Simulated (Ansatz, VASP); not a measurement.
# One calculation of Sc, two programs

```
Sc
1.0
     0.00000    2.26967    2.26967
     2.26967    0.00000    2.26967
     2.26967    2.26967    0.00000
Sc
1
Direct
  0.00000 0.00000 0.00000
```

Alike in both runs: task single point; functional LDA; k mesh 20 × 20 × 20; occupations fermi-dirac, width 0.1 eV; no spin polarisation.

|  | VASP | Ansatz |
| --- | --- | --- |
| version | VASP 6.6.1 | Ansatz 0.2.0 |
| potentials or method | VASP PAW LDA potentials, release 64 (Sc_sv), cutoff 520 eV | plane waves (420 eV) with PAW, scalar-relativistic |
| valence electrons in the cell | 11 | 11 |

VASP gave:

```
pressure (GPa) : -2.1
```

Q: Estimate Ansatz's values.

A: Pressure (GPa): -2.2.

Ansatz warns that its potentials were made for another functional, while VASP's fit it. LDA's correlation is that of Perdew and Zunger in VASP and of Perdew and Wang (1992) in Ansatz.
